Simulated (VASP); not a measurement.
A run of VASP 6.6.1 is set up as follows.

File POSCAR:

```
SiC
1.0
    0.0000000000      2.1780497569      2.1780497569
    2.1780497569      0.0000000000      2.1780497569
    2.1780497569      2.1780497569      0.0000000000
Si C
1 1
Direct
    0.2500000000      0.2500000000      0.2500000000
    0.0000000000      0.0000000000      0.0000000000
```

Contents of INCAR.step1:

```
SYSTEM = SiC
PREC     = Accurate       ! precision mode
ENCUT    = 660            ! plane-wave cutoff, eV
ISMEAR   = 0              ! smearing method
SIGMA    = 0.01           ! smearing width, eV
LREAL    = .False.        ! projectors in reciprocal space
LASPH    = .True.         ! aspherical terms in the spheres
NELM     = 120            ! most SCF steps
NBANDS   = 11             ! bands
GGA      = PE             ! functional
ALGO     = Normal         ! electronic algorithm
EDIFF    = 1E-5           ! SCF threshold, eV
LWAVE    = .True.         ! write WAVECAR
LCHARG   = .False.        ! write CHGCAR
GGA_COMPAT= .False.
```

File INCAR.step2:

```
SYSTEM = SiC
PREC     = Accurate       ! precision mode
ENCUT    = 660            ! plane-wave cutoff, eV
EDIFF    = 1E-6           ! SCF threshold, eV
ISMEAR   = 0              ! smearing method
SIGMA    = 0.01           ! smearing width, eV
LREAL    = .False.        ! projectors in reciprocal space
LASPH    = .True.         ! aspherical terms in the spheres
NELM     = 120            ! most SCF steps
ALGO     = Normal         ! electronic algorithm
ISIF     = 2              ! what is computed and relaxed
LWAVE    = .False.        ! write WAVECAR
LCHARG   = .True.         ! write CHGCAR
METAGGA  = R2SCAN         ! meta-GGA
LMIXTAU  = .True.       
LELF     = .True.         ! ELF
LVHAR    = .True.       
NBANDS   = 11             ! bands
ISTART   = 1            
GGA_COMPAT= .False.
```

Contents of KPOINTS:

```
Automatic mesh
0
Gamma
  8 8 8
  0 0 0
```

Potentials or basis: VASP PAW PBE potentials, release 64 (Si, C).

Command:

```bash
$ cat potpaw_PBE.64/Si/POTCAR potpaw_PBE.64/C/POTCAR > POTCAR
$ cp INCAR.step1 INCAR
$ mpirun -np 1 vasp_std > vasp.out
$ cp INCAR.step2 INCAR
$ mpirun -np 1 vasp_std > vasp.out
```

Q: Estimate the pressure.

A: -0.4 GPa.

Q: Predict the band gap on the k mesh.

A: 1.73 eV (least direct gap 5.06 eV).

Caveat: the PAW data sets were made with another functional, which shifts forces and pressure a little. A k mesh can miss the band edges.
